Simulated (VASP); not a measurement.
A run of VASP 6.6.1 is set up as follows.

Contents of INCAR:

```
PREC = Accurate ; ENCUT = 520
EDIFF = 1E-7 ; ISMEAR = 0
SIGMA = 0.15 ; LREAL = F
LASPH = T ; NELM = 100
ALGO = Fast ; ISIF = 2
LWAVE = F ; LCHARG = F
GGA = PS ; NBANDS = 22
```

File KPOINTS:

```
regular mesh
0
Gamma
  21 21 12
```

The input POSCAR:

```
Rh
1.0
    2.6490496710      0.0000000000      0.0000000000
   -1.3245248355      2.2941443109      0.0000000000
    0.0000000000      0.0000000000      4.4949163350
Rh
2
Direct
    0.6666666667      0.3333333333      0.7500000000
    0.3333333333      0.6666666667      0.2500000000
```

Potentials or basis: VASP PAW PBE potentials, release 64 (Rh_pv).

Run with:

```bash
$ cat potpaw_PBE.64/Rh_pv/POTCAR > POTCAR
$ mpirun -np 1 vasp_std > vasp.out
```

(1) What does it give for the band gap on the k mesh?

(2) Predict the pressure.

Answers

(1) zero (bands 15 and 16 overlap by 2.50 eV).

(2) -1.7 GPa.

Caveat: the cell differs from its parent crystal (strain -0.030 along x and y, +0.015 along z); the stress differs along the axes, from -11 to 3 GPa; the PAW data sets were made with another functional, which shifts forces and pressure a little.
